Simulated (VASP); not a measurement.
# MgS (Pm-3m) in VASP: a series of runs

Runs on MgS. Level: PBE. Tasks: single point.

Everything below comes from runs of VASP 6.6.1. Logs are shortened: lines on timing, memory, paths and dates and some standing lists are left out, and cuts for length are marked.

### 1 The cell of the first run

It takes space group Pm-3m (No. 221, cubic). Conventional cell: a = 3.276 Å, b = 3.276 Å, c = 3.276 Å, α = 90.00°, β = 90.00°, γ = 90.00°. Within 3.7 Å of Mg (site symmetry m-3m) lie 8 S at 2.84 Å and 6 Mg at 3.28 Å. S (site symmetry m-3m) has 8 Mg at 2.84 Å and 6 S at 3.28 Å within 3.7 Å.

### 2 Single point, PBE

Input file INCAR:

```
SYSTEM = MgS
PREC = Accurate ; ENCUT = 520
EDIFF = 1E-7 ; ISMEAR = 0
SIGMA = 0.1 ; LREAL = .False.
LASPH = .True. ; NELM = 100
ALGO = Normal ; ISIF = 2
LWAVE = .False. ; LCHARG = .False.
GGA = PE ; NBANDS = 11
```

Input file KPOINTS:

```
Automatic mesh
0
Gamma
  6 6 6
  0 0 0
```

Input file POSCAR:

```
MgS
1.0
    3.2757611872      0.0000000000      0.0000000000
    0.0000000000      3.2757611872      0.0000000000
    0.0000000000      0.0000000000      3.2757611872
Mg S
1 1
Direct
    0.5000000000      0.5000000000      0.5000000000
    0.0000000000      0.0000000000      0.0000000000
```

Potentials or basis: VASP PAW PBE potentials, release 64 (Mg, S).

The run is started by

```console
> cat potpaw_PBE.64/Mg/POTCAR potpaw_PBE.64/S/POTCAR > POTCAR
> mpirun -np 1 vasp_std > vasp.out
```

OUTCAR:

```text
SYSTEM = MgS
   PREC = Accurate
   ENCUT = 520
   EDIFF = 1E-7
   ISMEAR = 0
   LREAL = .False.
   LASPH = .True.
   NELM = 100
   ISIF = 2
   GGA = PE

 ion  position               nearest neighbor table
   1  0.500  0.500  0.500-   2 2.84   2 2.84   2 2.84   2 2.84   2 2.84   2 2.84   2 2.84   2 2.84

   2  0.000  0.000  0.000-   1 2.84   1 2.84   1 2.84   1 2.84   1 2.84   1 2.84   1 2.84   1 2.84

  LATTYP: Found a simple cubic cell.
 ALAT       =     3.2757611872

  Lattice vectors:

 A1 = (   3.2757611872,   0.0000000000,   0.0000000000)
 A2 = (   0.0000000000,   3.2757611872,   0.0000000000)
 A3 = (   0.0000000000,   0.0000000000,   3.2757611872)

Analysis of symmetry for initial positions (statically):
=====================================================================
 Subroutine PRICEL returns:
 Original cell was already a primitive cell.

 Routine SETGRP: Setting up the symmetry group for a
 simple cubic supercell.

 Subroutine GETGRP returns: Found 48 space group operations
 (whereof 48 operations were pure point group operations)
 out of a pool of 48 trial point group operations.

The static configuration has the point symmetry O_h .

Analysis of symmetry for dynamics (positions and initial velocities):
=====================================================================
 Subroutine PRICEL returns:
 Original cell was already a primitive cell.

 Routine SETGRP: Setting up the symmetry group for a
 simple cubic supercell.

 Subroutine GETGRP returns: Found 48 space group operations
 (whereof 48 operations were pure point group operations)
 out of a pool of 48 trial point group operations.

The dynamic configuration has the point symmetry O_h .

 Subroutine INISYM returns: Found 48 space group operations
 (whereof 48 operations are pure point group operations),
 and found     1 'primitive' translations

----------------------------------------------------------------------------------------

                                     Primitive cell

  volume of cell :      35.1509

  direct lattice vectors                    reciprocal lattice vectors
     3.275761187  0.000000000  0.000000000     0.305272559  0.000000000  0.000000000
     0.000000000  3.275761187  0.000000000     0.000000000  0.305272559  0.000000000
     0.000000000  0.000000000  3.275761187     0.000000000  0.000000000  0.305272559

  length of vectors
     3.275761187  3.275761187  3.275761187     0.305272559  0.305272559  0.305272559

  position of ions in fractional coordinates (direct lattice)
     0.500000000  0.500000000  0.500000000
     0.000000000  0.000000000  0.000000000

  ion indices of the primitive-cell ions
   primitive index   ion index
                 1           1
                 2           2

----------------------------------------------------------------------------------------

 KPOINTS: Automatic mesh

Automatic generation of k-mesh.
 Grid dimensions read from file:
 generate k-points for:    6    6    6

 Generating k-lattice:

  Cartesian coordinates                     Fractional coordinates (reciprocal lattice)
     0.050878760  0.000000000  0.000000000     0.166666667  0.000000000  0.000000000
     0.000000000  0.050878760  0.000000000     0.000000000  0.166666667  0.000000000
     0.000000000  0.000000000  0.050878760     0.000000000  0.000000000  0.166666667

  Length of vectors
     0.050878760  0.050878760  0.050878760

  Shift w.r.t. Gamma in fractional coordinates (k-lattice)
     0.000000000  0.000000000  0.000000000

 Subroutine IBZKPT returns following result:
 ===========================================

 Found     20 irreducible k-points:

 Following reciprocal coordinates:
            Coordinates               Weight
  0.000000  0.000000  0.000000      1.000000
  0.166667  0.000000  0.000000      6.000000
  0.333333  0.000000  0.000000      6.000000
  0.500000  0.000000  0.000000      3.000000
  0.166667  0.166667  0.000000     12.000000
  0.333333  0.166667  0.000000     24.000000
[... 12 lines left out ...]
  0.500000  0.500000  0.333333      6.000000
  0.500000  0.500000  0.500000      1.000000
   k-points           NKPTS =     20   k-points in BZ     NKDIM =     20   number of bands    NBANDS=     11
   number of dos      NEDOS =    301   number of ions     NIONS =      2
   total plane-waves  NPLWV =  13824
   dimension x,y,z NGX =    24 NGY =   24 NGZ =   24
   dimension x,y,z NGXF=    48 NGYF=   48 NGZF=   48
   ions per type =               1   1
   NGX,Y,Z   is equivalent  to a cutoff of  12.18, 12.18, 12.18 a.u.
   NGXF,Y,Z  is equivalent  to a cutoff of  24.36, 24.36, 24.36 a.u.
 SYSTEM =  MgS
   PREC   = accura    normal or accurate (medium, high low for compatibility)
   ISTART =      0    job   : 0-new  1-cont  2-samecut
   ICHARG =      2    charge: 1-file 2-atom 10-const
   ISPIN  =      1    spin polarized calculation?
   LNONCOLLINEAR =      F non collinear calculations
   LSORBIT =      F    spin-orbit coupling
   LASPH  =      T    aspherical Exc in radial PAW
   ENCUT  =  520.0 eV  38.22 Ry    6.18 a.u.   6.09  6.09  6.09*2*pi/ulx,y,z
   NELM   =    100;   NELMIN=  2; NELMDL= -5     # of ELM steps
   EDIFF  = 0.1E-06   stopping-criterion for ELM
   LREAL  =      F    real-space projection
   EDIFFG = 0.1E-05   stopping-criterion for IOM
   NSW    =      0    number of steps for IOM
   IBRION =     -1    ionic relax: 0-MD 1-quasi-New 2-CG
   NFREE  =      0    steps in history (QN), initial steepest desc. (CG)
   ISIF   =      2    stress and relaxation
   ISYM   =      2    0-nonsym 1-usesym 2-fastsym
   POTIM  = 0.5000    time-step for ionic-motion
   TEBEG  =    0.0;   TEEND  =   0.0 temperature during run
   PSTRESS=    0.0 pullay stress
   NELECT =       8.0000    total number of electrons
   NUPDOWN=      -1.0000    fix difference up-down
   EMIN   =  10.00;   EMAX   =-10.00  energy-range for DOS
   EFERMI =   0.00;   METHOD = LEGACY
   ISMEAR =     0;   SIGMA  =   0.10  broadening in eV -4-tet -1-fermi 0-gaus
   EFERMI_NEDOS =   21; number of points for ismear=-14 and -15
   IALGO  =     38    algorithm
   IMIX   =      4    mixing-type and parameters
     AMIX     =   0.40;   BMIX     =  1.00
     AMIX_MAG =   1.60;   BMIX_MAG =  1.00
  volume/ion in A,a.u.               =      17.58       118.61
  Fermi-wavevector in a.u.,A,eV,Ry     =   0.999523  1.888824 13.592837  0.999045
  Thomas-Fermi vector in A             =   2.131818
   LORBIT       =      0    0 simple, 1 ext, 2 COOP (PROOUT), +10 PAW based schemes
   GGA     = PE    functional components
   LHFCALC =     F    Hartree Fock is set to
   AEXX    =    0.0000 exact exchange contribution
   IVDW    =     0    specifies the selected vdW correction
   LEPSILON=     F    determine dielectric tensor
   LRPA    =     F    only Hartree local field effects (RPA)
 non-spin polarized calculation
 Gauss-broadening in eV      SIGMA  =   0.10
  energy-cutoff  :      520.00
  volume of cell :       35.15
 maximum number of plane-waves:       968
   NGX = 13   NGY = 13   NGZ = 13

 number of electron       7.9999996 magnetization

 Free energy of the ion-electron system (eV)
  ---------------------------------------------------
  ext. energy  EPLUGINS =         0.00000000
  ---------------------------------------------------
  free energy    TOTEN  =        -7.25270641 eV

  energy without entropy =       -7.24845689  energy(sigma->0) =       -7.25058165

 E-fermi :   5.2868     XC(G=0):  -9.8090

 val. band max:        5.2790676061   @ k =   0.5000   0.5000   0.1667
 cond. band min:       5.4449996296   @ k =   0.5000   0.5000   0.0000
 fundamental gap:      0.1659320235
 Fermi energy:         5.2868282794

 k-point     1 :       0.0000    0.0000    0.0000
  band No.  band energies     occupation
      1      -8.6285      2.00000
      2       3.9971      2.00000
      3       3.9971      2.00000
      4       3.9971      2.00000
      5       6.0859      0.00000
      6       9.7251      0.00000
      7       9.7251      0.00000
      8      17.7086      0.00000
      9      17.7086      0.00000
     10      17.7086      0.00000
     11      18.5507      0.00000

 k-point     2 :       0.1667    0.0000    0.0000
  band No.  band energies     occupation
      1      -8.3960      2.00000
      2       1.9983      2.00000
      3       4.1584      2.00000
      4       4.1584      2.00000
      5       7.1630      0.00000
      6      10.0978      0.00000
      7      11.2534      0.00000
      8      15.5902      0.00000
      9      15.5902      0.00000
     10      16.8808      0.00000
     11      18.8575      0.00000

 k-point     3 :       0.3333    0.0000    0.0000
  band No.  band energies     occupation
      1      -7.8346      2.00000
      2      -0.3088      2.00000
      3       4.5242      2.00000
      4       4.5242      2.00000
      5       8.3147      0.00000
      6      11.1961      0.00000
      7      12.2313      0.00000
      8      13.5421      0.00000
      9      13.5421      0.00000
     10      15.9189      0.00000
     11      18.0733      0.00000

 k-point     4 :       0.5000    0.0000    0.0000
  band No.  band energies     occupation
      1      -7.4767      2.00000
      2      -1.2857      2.00000
      3       4.7361      2.00000
      4       4.7361      2.00000
      5       9.1288      0.00000
      6      11.4701      0.00000
      7      12.5217      0.00000
      8      12.7354      0.00000
      9      12.7354      0.00000
     10      13.8580      0.00000
     11      20.3146      0.00000

 k-point     5 :       0.1667    0.1667    0.0000
  band No.  band energies     occupation
      1      -8.1689      2.00000
      2       1.9415      2.00000
      3       2.5970      2.00000
      4       4.3191      2.00000
      5       8.2030      0.00000
      6      10.8302      0.00000
      7      11.8652      0.00000
      8      13.8537      0.00000
      9      15.3673      0.00000
     10      16.9336      0.00000
     11      17.5078      0.00000
[... 155 lines left out ...]
 k-point    17 :       0.3333    0.3333    0.3333
  band No.  band energies     occupation
      1      -6.4646      2.00000
      2       1.2222      2.00000
      3       1.7716      2.00000
      4       1.7716      2.00000
      5       7.8823      0.00000
      6       8.7194      0.00000
      7       8.7194      0.00000
      8      14.3322      0.00000
      9      17.3076      0.00000
     10      18.1071      0.00000
     11      18.1071      0.00000

 k-point    18 :       0.5000    0.3333    0.3333
  band No.  band energies     occupation
      1      -6.1853      2.00000
      2       0.7212      2.00000
      3       1.8602      2.00000
      4       2.1620      2.00000
      5       7.0857      0.00000
      6       7.6831      0.00000
      7       9.0429      0.00000
      8      13.2776      0.00000
      9      17.8417      0.00000
     10      18.5564      0.00000
     11      19.8721      0.00000

 k-point    19 :       0.5000    0.5000    0.3333
  band No.  band energies     occupation
      1      -5.9220      2.00000
      2       1.1901      2.00000
      3       1.1901      2.00000
      4       2.3860      2.00000
      5       6.2199      0.00000
      6       8.0646      0.00000
      7       8.0646      0.00000
      8      11.9912      0.00000
      9      18.6539      0.00000
     10      20.5548      0.00000
     11      20.5548      0.00000

 k-point    20 :       0.5000    0.5000    0.5000
  band No.  band energies     occupation
      1      -5.6687      2.00000
      2       1.5969      2.00000
      3       1.5969      2.00000
      4       1.5969      2.00000
      5       6.9935      0.00000
      6       6.9935      0.00000
      7       6.9935      0.00000
      8      10.5602      0.00000
      9      21.6324      0.00000
     10      21.6324      0.00000
     11      21.6324      0.00000

------------------------ aborting loop because EDIFF is reached ----------------------------------------

  FORCE on cell =-STRESS in cart. coord.  units (eV):
  Direction    XX          YY          ZZ          XY          YZ          ZX
  --------------------------------------------------------------------------------------
  -------------------------------------------------------------------------------------
  Total       -0.1105859     -0.1105859     -0.1105859     -0.0000000     -0.0000000     -0.0000000
  in kB       -5.0405005     -5.0405005     -5.0405005     -0.0000000     -0.0000000     -0.0000000
  external PRESSURE =      -5.0405005 kB  Pullay stress =       0.0000000 kB

 VOLUME and BASIS-vectors are now :
 -----------------------------------------------------------------------------
  energy-cutoff  :      520.00
  volume of cell :       35.15
      direct lattice vectors                 reciprocal lattice vectors
     3.275761187  0.000000000  0.000000000     0.305272559  0.000000000  0.000000000
     0.000000000  3.275761187  0.000000000     0.000000000  0.305272559  0.000000000
     0.000000000  0.000000000  3.275761187     0.000000000  0.000000000  0.305272559

 POSITION                                       TOTAL-FORCE (eV/Angst)
 -----------------------------------------------------------------------------------
      1.63788      1.63788      1.63788         0.000000      0.000000      0.000000
      0.00000      0.00000      0.00000         0.000000      0.000000      0.000000
 -----------------------------------------------------------------------------------
    total drift:                               -0.000000      0.000000      0.000000

  FREE ENERGIE OF THE ION-ELECTRON SYSTEM (eV)
  ---------------------------------------------------
  free  energy   TOTEN  =        -7.2527064070 eV

  energy  without entropy=       -7.2484568880  energy(sigma->0) =       -7.25058165
```

Run time: 6.4 s. Hardware: 1 thread of Intel Xeon 6975P-C, shared host; peak memory 0.14 GiB.

Results:

```yaml
Free_energy: -7.2527 eV
Pressure: -0.5 GPa
```

Levels at points of the mesh, in eV from the Fermi level:
| k point | band 1 | band 2 | band 3 | band 4 | band 5 | band 6 | band 7 | band 8 | band 9 |
| --- | --- | --- | --- | --- | --- | --- | --- | --- | --- |
| (0.00, 0.00, 0.00) | -13.92 | -1.29 | -1.29 | -1.29 | 0.80 | 4.44 | 4.44 | 12.42 | 12.42 |
| (0.50, 0.00, 0.00) | -12.76 | -6.57 | -0.55 | -0.55 | 3.84 | 6.18 | 7.23 | 7.45 | 7.45 |
| (0.50, 0.50, 0.00) | -11.82 | -4.95 | -4.95 | -0.36 | 0.16 | 7.64 | 8.37 | 8.37 | 9.10 |
| (0.50, 0.50, 0.50) | -10.96 | -3.69 | -3.69 | -3.69 | 1.71 | 1.71 | 1.71 | 5.27 | 16.35 |

### 3 Single point, PBE

This run uses another cell than the first one, of 21.81 Å³/atom, 1.241 times its volume.

Input file INCAR:

```
SYSTEM = MgS
ALGO     = Normal         ! electronic algorithm
EDIFF    = 1E-6           ! SCF threshold, eV
ENCUT    = 520            ! plane-wave cutoff, eV
GGA      = PE             ! functional
ISIF     = 2              ! what is computed and relaxed
ISMEAR   = 0              ! smearing method
LASPH    = .True.         ! aspherical terms in the spheres
LCHARG   = .True.         ! write CHGCAR
LELF     = .True.         ! ELF
LREAL    = .False.        ! projectors in reciprocal space
LVHAR    = .True.       
LWAVE    = .False.        ! write WAVECAR
NBANDS   = 11             ! bands
NELM     = 60             ! most SCF steps
PREC     = Accurate       ! precision mode
SIGMA    = 0.1            ! smearing width, eV
```

Input file KPOINTS:

```
k-points
0
Gamma
  6 6 6
  0 0 0
```

Input file POSCAR:

```
MgS
1.0
    3.5203296200      0.0000000000      0.0000000000
    0.0000000000      3.5203296200      0.0000000000
    0.0000000000      0.0000000000      3.5203296200
Mg S
1 1
Direct
    0.5000000000      0.5000000000      0.5000000000
    0.0000000000      0.0000000000      0.0000000000
```

Potentials or basis: VASP PAW PBE potentials, release 64 (Mg, S).

The run is started by

```console
> cat potpaw_PBE.64/Mg/POTCAR potpaw_PBE.64/S/POTCAR > POTCAR
> mpirun -np 1 vasp_std > vasp.out
```

Wall time 8.4 s (1 thread of Intel Xeon 6975P-C, shared host); peak memory 0.16 GiB.

It converged, with:

* Free energy: -6.9294 eV
* Pressure: -9.9 GPa
* Band gap on the k mesh: zero (band 4 reaches 3.28 eV, above the bottom of band 5 at 3.10 eV)

Levels at points of the mesh, in eV from the Fermi level:
```
           k point  band 2  band 3  band 4  band 5  band 6  band 7
(0.00, 0.00, 0.00)   -1.01   -1.01   -1.01   -0.26    4.94    4.94
(0.50, 0.00, 0.00)   -5.27   -0.44   -0.44    3.08    4.63    7.03
(0.50, 0.50, 0.00)   -3.82   -3.82   -0.12    0.05    7.06    7.06
(0.50, 0.50, 0.50)   -2.78   -2.78   -2.78    2.07    2.07    2.07
```
